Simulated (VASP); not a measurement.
Here is a VASP 6.6.1 calculation.

The input INCAR:

```
PREC     = Accurate       # precision mode
ENCUT    = 520            # plane-wave cutoff, eV
EDIFF    = 1E-6           # SCF threshold, eV
ISMEAR   = 0              # smearing method
SIGMA    = 0.1            # smearing width, eV
LREAL    = False          # projectors in reciprocal space
LASPH    = True           # aspherical terms in the spheres
NELM     = 100            # most SCF steps
ALGO     = Fast           # electronic algorithm
ISIF     = 2              # what is computed and relaxed
LWAVE    = False          # write WAVECAR
LCHARG   = False          # write CHGCAR
GGA      = PS             # functional
NBANDS   = 19             # bands
```

Contents of KPOINTS:

```
Automatic mesh
0
Gamma
  16 16 16
```

POSCAR

```
Ti
1.0
    3.2182577061      0.0000000000      0.0000000000
    0.0000000000      3.2182577061      0.0000000000
    0.0000000000      0.0000000000      3.1781298045
Ti
2
Direct
    0.0000000000      0.0000000000      0.0000000000
    0.5000000000      0.5000000000      0.5000000000
```

Potentials or basis: VASP PAW PBE potentials, release 64 (Ti_sv).

Launch:

```bash
$ cat potpaw_PBE.64/Ti_sv/POTCAR > POTCAR
$ mpirun -np 1 vasp_std > vasp.out
```

Task: Estimate the pressure.

Result: 0.0 GPa.

Task: What does it give for the band gap on the k mesh?

Result: Zero (bands 12 and 13 overlap by 1.63 eV).

Stress tensor (GPa, compression positive):
```
 0.09  0.00  0.00
 0.00  0.09  0.00
 0.00  0.00 -0.13
```

Caveat: the cell differs from its parent crystal (uniaxial strain along c: -1.0 %); the PAW data sets were made with another functional, which shifts forces and pressure a little.
